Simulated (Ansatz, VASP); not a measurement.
# Si3N4: VASP beside Ansatz

```
Si N
1.0
     7.60440    0.00000    0.00000
    -3.80220    6.58560    0.00000
     0.00000    0.00000    2.90630
Si N
6 8
Direct
  0.76798 0.17409 0.25000
  0.59389 0.76798 0.75000
  0.82591 0.59389 0.25000
  0.23202 0.82591 0.75000
  0.40611 0.23202 0.25000
  0.17409 0.40611 0.75000
  0.02997 0.32988 0.25000
  0.70009 0.02997 0.75000
  0.67012 0.70009 0.25000
  0.97003 0.67012 0.75000
  0.29991 0.97003 0.25000
  0.32988 0.29991 0.75000
  0.66667 0.33333 0.25000
  0.33333 0.66667 0.75000
```

Alike in both runs: functional PBE; k mesh 4 × 4 × 10; occupations fermi-dirac, width 0.02 eV; no spin polarisation.

Ansatz relaxed the structure, and its values are those at the end. VASP's run is a single point on that final structure, the one shown.

```csv
,VASP,Ansatz
version,VASP 6.6.1,Ansatz 0.2.0
potentials or method,"VASP PAW PBE potentials, release 64 (Si, N)","plane-wave PAW, scalar-relativistic"
plane-wave cutoff (eV),520,420
valence electrons in the cell,64,64
```

```csv
,VASP,Ansatz,Ansatz less VASP
gap on the k mesh at the Fermi level (eV),4.33,4.34,+0.012
pressure (GPa),5.2,5.5,+0.29
rms of the force components (eV/Å),0.007,0.007,-0.0001
```

Ansatz's warnings: stress scf threshold loose.
